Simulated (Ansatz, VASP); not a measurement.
K3W: VASP beside Ansatz

```
CELL_PARAMETERS angstrom
4.97445 0.00000 0.00000
0.00000 4.97445 0.00000
0.00000 0.00000 4.97445
ATOMIC_POSITIONS crystal
K 0.00000 0.50000 0.50000
K 0.50000 0.00000 0.50000
K 0.50000 0.50000 0.00000
W 0.00000 0.00000 0.00000
```

Alike in both runs: task relaxation of cell and atoms; functional PBE; k mesh 4 × 4 × 4; occupations gaussian, width 0.1 eV; no spin polarisation.

```csv
,VASP,Ansatz
version,VASP 6.6.1,Ansatz 0.2.0
potentials or method,"VASP PAW PBE potentials, release 64 (K_sv, W_sv), cutoff 600 eV","scalar-relativistic, plane waves, PAW"
valence electrons in the cell,41,41
```

|  | VASP | Ansatz | Ansatz less VASP |
| --- | --- | --- | --- |
| gap on the k mesh at the Fermi level, each at its own relaxed structure (eV) | none | none | - |
| relaxed volume (Å³/atom) | 40.52 | 40.29 | -0.228 |
| relaxed cell length with the largest relative difference (Å) | 5.452 | 5.442 | -0.0103 |

A gap of «none» marks a metal or a gap that the smearing closes.

Spin-orbit coupling is off throughout. Noted on VASP's run: the volume moved by over 15 % at a fixed basis, so the end points are rough.
